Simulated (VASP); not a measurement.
# BP (P6_3/mmc) in VASP: notebook

BP is run at these levels: PBE, PBEsol; tasks: dielectric tensor, vibrations by perturbation theory.

All numbers are computed with VASP 6.6.1; they aren't measurements. Logs are shortened: lines on timing, memory, paths and dates and some standing lists are left out, and cuts for length are marked.

### Step 1. The cell of the first run

The structure is hexagonal, space group P6_3/mmc (No. 194). The conventional cell has a = 3.204 Å, b = 3.204 Å, c = 8.467 Å, α = 90.00°, β = 90.00°, γ = 120.00°. Within 2.5 Å of B (site symmetry -6m2) lie 3 P at 1.85 Å. Within 2.5 Å of P (site symmetry -6m2) lie 3 B at 1.85 Å.

### Step 2. Dielectric tensor, PBE

Contents of INCAR:

```
SYSTEM = BP
PREC = Accurate ; ENCUT = 520
EDIFF = 1E-8 ; ISMEAR = 0
SIGMA = 0.01 ; LREAL = .FALSE.
LASPH = .TRUE. ; NELM = 80
ALGO = Normal ; ISIF = 2
LWAVE = .FALSE. ; LCHARG = .FALSE.
GGA = PE ; LEPSILON = .TRUE.
```

Contents of KPOINTS:

```
Automatic mesh
0
G
  9 9 4
  0 0 0
```

Contents of POSCAR:

```
BP
1.0
    3.2039355360      0.0000000000      0.0000000000
   -1.6019677680      2.7746895663      0.0000000000
    0.0000000000      0.0000000000      8.4666271308
B P
2 2
Direct
    0.3333333333      0.6666666667      0.2500000000
    0.6666666667      0.3333333333      0.7500000000
    0.6666666667      0.3333333333      0.2500000000
    0.3333333333      0.6666666667      0.7500000000
```

Potentials or basis: VASP PAW PBE potentials, release 64 (B, P).

The run is started by

```console
> cat potpaw_PBE.64/B/POTCAR potpaw_PBE.64/P/POTCAR > POTCAR
> mpirun -np 1 vasp_std > vasp.out
```

OUTCAR:

```text
SYSTEM = BP
   PREC = Accurate
   ENCUT = 520
   EDIFF = 1E-8
   ISMEAR = 0
   LREAL = .FALSE.
   LASPH = .TRUE.
   NELM = 80
   ISIF = 2
   GGA = PE
   LEPSILON = .TRUE.

 ion  position               nearest neighbor table
   1  0.333  0.667  0.250-   3 1.85   3 1.85   3 1.85
   2  0.667  0.333  0.750-   4 1.85   4 1.85   4 1.85
   3  0.667  0.333  0.250-   1 1.85   1 1.85   1 1.85
   4  0.333  0.667  0.750-   2 1.85   2 1.85   2 1.85

  LATTYP: Found a hexagonal cell.
 ALAT       =     3.2039355360
 C/A-ratio  =     2.6425709992

  Lattice vectors:

 A1 = (   3.2039355360,   0.0000000000,   0.0000000000)
 A2 = (  -1.6019677680,   2.7746895663,   0.0000000000)
 A3 = (   0.0000000000,   0.0000000000,   8.4666271308)

Analysis of symmetry for initial positions (statically):
=====================================================================
 Subroutine PRICEL returns:
 Original cell was already a primitive cell.

 Routine SETGRP: Setting up the symmetry group for a
 hexagonal supercell.

 Subroutine GETGRP returns: Found 24 space group operations
 (whereof 12 operations were pure point group operations)
 out of a pool of 24 trial point group operations.

The static configuration has the point symmetry D_3d.
 The point group associated with its full space group is D_6h.

Analysis of symmetry for dynamics (positions and initial velocities):
=====================================================================
 Subroutine PRICEL returns:
 Original cell was already a primitive cell.

 Routine SETGRP: Setting up the symmetry group for a
 hexagonal supercell.

 Subroutine GETGRP returns: Found 24 space group operations
 (whereof 12 operations were pure point group operations)
 out of a pool of 24 trial point group operations.

The dynamic configuration has the point symmetry D_3d.
 The point group associated with its full space group is D_6h.

 Subroutine INISYM returns: Found 24 space group operations
 (whereof 12 operations are pure point group operations),
 and found     1 'primitive' translations

----------------------------------------------------------------------------------------

                                     Primitive cell

  volume of cell :      75.2677

  direct lattice vectors                    reciprocal lattice vectors
     3.203935536  0.000000000  0.000000000     0.312116142  0.180200339  0.000000000
    -1.601967768  2.774689566  0.000000000     0.000000000  0.360400678  0.000000000
     0.000000000  0.000000000  8.466627131     0.000000000  0.000000000  0.118110788

  length of vectors
     3.203935536  3.203935536  8.466627131     0.360400678  0.360400678  0.118110788

  position of ions in fractional coordinates (direct lattice)
     0.333333333  0.666666667  0.250000000
     0.666666667  0.333333333  0.750000000
     0.666666667  0.333333333  0.250000000
     0.333333333  0.666666667  0.750000000

  ion indices of the primitive-cell ions
   primitive index   ion index
                 1           1
                 2           2
                 3           3
                 4           4

----------------------------------------------------------------------------------------

 KPOINTS: Automatic mesh

Automatic generation of k-mesh.
 Grid dimensions read from file:
 generate k-points for:    9    9    4

 Generating k-lattice:

  Cartesian coordinates                     Fractional coordinates (reciprocal lattice)
     0.034679571  0.020022260  0.000000000     0.111111111 -0.000000000  0.000000000
     0.000000000  0.040044520  0.000000000     0.000000000  0.111111111  0.000000000
     0.000000000  0.000000000  0.029527697     0.000000000  0.000000000  0.250000000

[... 96 lines left out ...]

 number of electron      16.0000001 magnetization

 E-fermi :   2.5462     XC(G=0):  -8.3296

 val. band max:        2.4772844699   @ k =   0.3333   0.3333   0.5000
 cond. band min:       3.3550789879   @ k =   0.3333   0.3333   0.5000
 fundamental gap:      0.8777945180
 Fermi energy:         2.5461985104

 k-point     1 :       0.0000    0.0000    0.0000
  band No.  band energies     occupation
      1     -11.2834      2.00000
      2     -11.1579      2.00000
      3      -2.2435      2.00000
      4      -1.0450      2.00000
      5       0.8421      2.00000
      6       0.8421      2.00000
      7       0.8714      2.00000
      8       0.8714      2.00000
      9       5.8919      0.00000
     10       7.1537      0.00000
     11       7.1587      0.00000
     12       7.2212      0.00000
[... 331 lines left out ...]
 k-point    24 :       0.3333    0.3333    0.2500
  band No.  band energies     occupation
      1      -7.7622      2.00000
      2      -7.7622      2.00000
      3      -5.4207      2.00000
      4      -5.4207      2.00000
      5      -3.8203      2.00000
      6      -3.7595      2.00000
      7       2.3888      2.00000
      8       2.3888      2.00000
      9       3.4802      0.00000
     10       3.4802      0.00000
     11       8.1898      0.00000
     12       9.5557      0.00000

 [... further k-points ...]

  FORCE on cell =-STRESS in cart. coord.  units (eV):
  Direction    XX          YY          ZZ          XY          YZ          ZX
  --------------------------------------------------------------------------------------
  -------------------------------------------------------------------------------------
  Total        0.5285987      0.5285987      0.3284707      0.0000000     -0.0000000      0.0000000
  in kB       11.2519569     11.2519569      6.9919541      0.0000000     -0.0000000      0.0000000
  external PRESSURE =       9.8319560 kB  Pullay stress =       0.0000000 kB

 VOLUME and BASIS-vectors are now :
 -----------------------------------------------------------------------------
  energy-cutoff  :      520.00
  volume of cell :       75.27
      direct lattice vectors                 reciprocal lattice vectors
     3.203935536  0.000000000  0.000000000     0.312116142  0.180200339  0.000000000
    -1.601967768  2.774689566  0.000000000     0.000000000  0.360400678  0.000000000
     0.000000000  0.000000000  8.466627131     0.000000000  0.000000000  0.118110788

 POSITION                                       TOTAL-FORCE (eV/Angst)
 -----------------------------------------------------------------------------------
     -0.00000      1.84979      2.11666        -0.000000     -0.000000     -0.000000
      1.60197      0.92490      6.34997         0.000000      0.000000      0.000000
      1.60197      0.92490      2.11666         0.000000      0.000000      0.000000
     -0.00000      1.84979      6.34997        -0.000000      0.000000      0.000000
 -----------------------------------------------------------------------------------
    total drift:                               -0.000000      0.000000      0.000000

  FREE ENERGIE OF THE ION-ELECTRON SYSTEM (eV)
  ---------------------------------------------------
  free  energy   TOTEN  =       -24.3266089471 eV

  energy  without entropy=      -24.3266089471  energy(sigma->0) =      -24.32660895

 HEAD OF MICROSCOPIC STATIC DIELECTRIC TENSOR (INDEPENDENT PARTICLE, excluding Hartree and local field effects)
 ------------------------------------------------------
          16.813992    -0.000000    -0.000000
           0.000000    16.813992     0.000000
           0.000000     0.000000     4.410302
 ------------------------------------------------------

 Free energy of the ion-electron system (eV)
  ---------------------------------------------------
  ---------------------------------------------------
  free energy    TOTEN  =        -3.31532293 eV

  energy without entropy =       -3.31532293

------------------------ aborting loop because EDIFF is reached ----------------------------------------

--------------------------------------- Ionic step        2  -------------------------------------------

------------------------ aborting loop because EDIFF is reached ----------------------------------------

--------------------------------------- Ionic step        3  -------------------------------------------

 Free energy of the ion-electron system (eV)
  ---------------------------------------------------
  ---------------------------------------------------
  free energy    TOTEN  =        -0.60939623 eV

  energy without entropy =       -0.60939623

------------------------ aborting loop because EDIFF is reached ----------------------------------------

 PIEZOELECTRIC TENSOR FIELD DIRECTION 3  (e Angst)
 -----------------------------------------------------------------------------
    -0.00126  0.00000 -0.00000           (  0.00000  0.00000 -0.00000)
     0.00000 -0.00126 -0.00000           (  0.00000  0.00000 -0.00000)
    -0.00000 -0.00000  0.00318           ( -0.00000 -0.00000  0.00001)

 PIEZOELECTRIC TENSOR FIELD DIRECTION 3  (C/m^2)
 -----------------------------------------------------------------------------
    -0.00027  0.00000 -0.00000
     0.00000 -0.00027 -0.00000
    -0.00000 -0.00000  0.00068

 MACROSCOPIC STATIC DIELECTRIC TENSOR (including local field effects in DFT)
 ------------------------------------------------------
          16.317334     0.000000     0.000000
           0.000000    16.317334    -0.000000
           0.000000     0.000000     3.663162
 ------------------------------------------------------

 PIEZOELECTRIC TENSOR (including local field effects)  for field in x, y, z        (e  Angst)
          XX          YY          ZZ          XY          YZ          ZX
  --------------------------------------------------------------------------------
  x     0.00000     0.00000     0.00000     0.00000     0.00000     0.00000
  y     0.00000     0.00000     0.00000     0.00000     0.00000     0.00000
  z     0.00000     0.00000     0.00000     0.00000     0.00000     0.00000

 PIEZOELECTRIC TENSOR (including local field effects)  for field in x, y, z        (C/m^2)
          XX          YY          ZZ          XY          YZ          ZX
  --------------------------------------------------------------------------------
  x     0.00000     0.00000     0.00000     0.00000     0.00000     0.00000
  y     0.00000     0.00000     0.00000     0.00000     0.00000     0.00000
  z     0.00000     0.00000     0.00000     0.00000     0.00000     0.00000

 BORN EFFECTIVE CHARGES (including local field effects) (in |e|, cummulative output)
 ---------------------------------------------------------------------------------
 ion    1
    1     1.81313     0.00000     0.00000
    2     0.00000     1.81313     0.00000
    3    -0.00000     0.00000     0.06281
 ion    2
    1     1.81313     0.00000     0.00000
    2     0.00000     1.81313     0.00000
    3    -0.00000     0.00000     0.06281
 ion    3
    1    -1.81313     0.00000     0.00000
    2     0.00000    -1.81313     0.00000
    3     0.00000     0.00000    -0.06281
 ion    4
    1    -1.81313     0.00000     0.00000
    2     0.00000    -1.81313     0.00000
    3     0.00000     0.00000    -0.06281
```

Run time: 2.1 min. Hardware: 1 thread of Intel Xeon 6975P-C (Granite Rapids), shared host; peak memory 0.32 GiB.

What came out:

```yaml
Band_gap_on_the_k_mesh: 0.88 eV, direct
Electronic_dielectric_tensor_diagonal: 16.32, 16.32, 3.66
Born_charges_mean_of_the_diagonal: B +1.23; P -1.23 e
```

Levels at points of the mesh, in eV from the valence-band top:
| k point | band 4 | band 5 | band 6 | band 7 | band 8 | band 9 | band 10 | band 11 | band 12 |
| --- | --- | --- | --- | --- | --- | --- | --- | --- | --- |
| (0.00, 0.00, 0.00) | -3.52 | -1.64 | -1.64 | -1.61 | -1.61 | 3.41 | 4.68 | 4.68 | 4.74 |
| (0.00, 0.00, 0.50) | -4.19 | -1.62 | -1.62 | -1.62 | -1.62 | 4.71 | 4.71 | 4.71 | 4.71 |

Electronic dielectric tensor:
```
16.32  0.00  0.00
 0.00 16.32  0.00
 0.00  0.00  3.66
```

Born effective charge tensors (e):
atom 1, B
```
1.81 0.00 0.00
0.00 1.81 0.00
0.00 0.00 0.06
```
atom 2, B
```
1.81 0.00 0.00
0.00 1.81 0.00
0.00 0.00 0.06
```
atom 3, P
```
-1.81  0.00  0.00
 0.00 -1.81  0.00
 0.00  0.00 -0.06
```
atom 4, P
```
-1.81  0.00  0.00
 0.00 -1.81  0.00
 0.00  0.00 -0.06
```

Caveat: this functional lacks dispersion, which binds the layers, so the pressure and a relaxed spacing across them are unreliable. A k mesh can miss the band edges.

### Step 3. Vibrations by perturbation theory, PBEsol

This run uses another cell than the first one, of 18.95 Å³/atom, 1.007 times its volume.

Contents of INCAR:

```
SYSTEM = BP
ALGO = Normal
EDIFF = 1E-8
ENCUT = 520
GGA = PS
IBRION = 8
ISIF = 2
ISMEAR = 0
LASPH = .TRUE.
LCHARG = .FALSE.
LEPSILON = .TRUE.
LREAL = .FALSE.
LWAVE = .FALSE.
NELM = 100
NSW = 1
PREC = Accurate
SIGMA = 0.01
```

Contents of KPOINTS:

```
k-points
0
G
  9 9 4
  0 0 0
```

Contents of POSCAR:

```
BP
1.0
    3.2005882327      0.0000000000      0.0000000000
   -1.6002941164      2.7717907166      0.0000000000
    0.0000000000      0.0000000000      8.5444264539
B P
2 2
Direct
    0.3333333333      0.6666666667      0.2500000000
    0.6666666667      0.3333333333      0.7500000000
    0.6666666667      0.3333333333      0.2500000000
    0.3333333333      0.6666666667      0.7500000000
```

Potentials or basis: VASP PAW PBE potentials, release 64 (B, P).

The run is started by

```console
> cat potpaw_PBE.64/B/POTCAR potpaw_PBE.64/P/POTCAR > POTCAR
> mpirun -np 1 vasp_std > vasp.out
```

OUTCAR:

```text
SYSTEM = BP
   EDIFF = 1E-8
   ENCUT = 520
   GGA = PS
   IBRION = 8
   ISIF = 2
   ISMEAR = 0
   LASPH = .TRUE.
   LEPSILON = .TRUE.
   LREAL = .FALSE.
   NELM = 100
   NSW = 1
   PREC = Accurate

 ion  position               nearest neighbor table
   1  0.333  0.667  0.250-   3 1.85   3 1.85   3 1.85
   2  0.667  0.333  0.750-   4 1.85   4 1.85   4 1.85
   3  0.667  0.333  0.250-   1 1.85   1 1.85   1 1.85
   4  0.333  0.667  0.750-   2 1.85   2 1.85   2 1.85

  LATTYP: Found a hexagonal cell.
 ALAT       =     3.2005882327
 C/A-ratio  =     2.6696425259

  Lattice vectors:

 A1 = (   3.2005882327,   0.0000000000,   0.0000000000)
 A2 = (  -1.6002941164,   2.7717907166,   0.0000000000)
[... 697 lines left out ...]
  3Z     0.000000    0.000000    2.472264    0.000000   -0.000000   -0.039437    0.000000    0.000000   -2.539993   -0.000000    0.000000    0.107167
  4X    -0.122998    0.000000    0.000000   27.535032   -0.000000    0.000000    0.119064   -0.000000    0.000000  -27.531098    0.000000    0.000000
  4Y     0.000000   -0.122998    0.000000   -0.000000   27.535032    0.000000   -0.000000    0.119064    0.000000    0.000000  -27.531098    0.000000
  4Z     0.000000   -0.000000   -0.039437    0.000000    0.000000    2.472264   -0.000000    0.000000    0.107167    0.000000    0.000000   -2.539993

 Eigenvectors and eigenvalues of the dynamical matrix
 ----------------------------------------------------

   1 f  =   29.044516 THz   182.492074 2PiTHz  968.820757 cm-1   120.118411 meV
             X         Y         Z           dx          dy          dz
     -0.000000  1.847860  2.136107     0.306786   -0.525788    0.000000
      1.600294  0.923930  6.408320    -0.306786    0.525788   -0.000000
      1.600294  0.923930  2.136107    -0.181308    0.310736    0.000000
     -0.000000  1.847860  6.408320     0.181308   -0.310736   -0.000000
[... 71 lines left out ...]
  12 f/i=    0.513134 THz     3.224115 2PiTHz   17.116304 cm-1     2.122150 meV
             X         Y         Z           dx          dy          dz
     -0.000000  1.847860  2.136107    -0.182605    0.309975    0.000000
      1.600294  0.923930  6.408320     0.182605   -0.309975    0.000000
      1.600294  0.923930  2.136107    -0.308981    0.524501    0.000000
     -0.000000  1.847860  6.408320     0.308981   -0.524501    0.000000

--------------------------------------------------------------------------------------------------------

 MACROSCOPIC STATIC DIELECTRIC TENSOR IONIC CONTRIBUTION
 ------------------------------------------------------
           0.569002    -0.000000    -0.000000
          -0.000000     0.569002     0.000000
          -0.000000     0.000000     0.004149
 ------------------------------------------------------

 ELASTIC MODULI CONTR FROM IONIC RELAXATION (kBar)
 Direction    XX          YY          ZZ          XY          YZ          ZX
 --------------------------------------------------------------------------------
 XX        -266.1246    266.1246     -0.0000      0.0000      0.0000      0.0000
 YY         266.1246   -266.1246      0.0000      0.0000      0.0000     -0.0000
 ZZ          -0.0000      0.0000     -0.0000     -0.0000      0.0000     -0.0000
 XY           0.0000      0.0000     -0.0000   -266.1246      0.0000      0.0000
 YZ           0.0000      0.0000      0.0000      0.0000      0.0000      0.0000
 ZX           0.0000     -0.0000     -0.0000      0.0000      0.0000     -0.0000
 --------------------------------------------------------------------------------

 PIEZOELECTRIC TENSOR IONIC CONTR  for field in x, y, z        (C/m^2)
          XX          YY          ZZ          XY          YZ          ZX
  --------------------------------------------------------------------------------
  x    -0.00000     0.00000     0.00000     0.00000     0.00000     0.00000
  y    -0.00000     0.00000     0.00000    -0.00000     0.00000     0.00000
  z     0.00000    -0.00000    -0.00000    -0.00000     0.00000    -0.00000
```

It took 5.3 min on 1 thread of Intel Xeon 6975P-C (Granite Rapids), shared host; peak memory 0.41 GiB.

What came out:

```yaml
Electronic_dielectric_tensor_diagonal: 16.93, 16.93, 3.69
Born_charges_mean_of_the_diagonal: B +1.22; P -1.22 e
Highest_phonon_frequency_at_Γ_LO-TO_splitting_left_out: 969 cm⁻¹
```

Phonon frequencies in cm⁻¹ (negative: imaginary):
| q point | frequencies |
| --- | --- |
| (0.000, 0.000, 0.000) | -17 -17 0 0 0 37 287 295 965 965 969 969 |

Electronic dielectric tensor:
```
16.93  0.00  0.00
 0.00 16.93  0.00
 0.00  0.00  3.69
```

Born effective charge tensors (e):
atom 1, B
```
1.81 0.00 0.00
0.00 1.81 0.00
0.00 0.00 0.05
```
atom 2, B
```
1.81 0.00 0.00
0.00 1.81 0.00
0.00 0.00 0.05
```
atom 3, P
```
-1.81  0.00  0.00
 0.00 -1.81  0.00
 0.00  0.00 -0.05
```
atom 4, P
```
-1.81  0.00  0.00
 0.00 -1.81  0.00
 0.00  0.00 -0.05
```

Caveat: some modes are imaginary; the PAW data sets were made with another functional, which shifts forces and pressure a little; this functional lacks dispersion, which binds the layers, so the pressure and a relaxed spacing across them are unreliable.
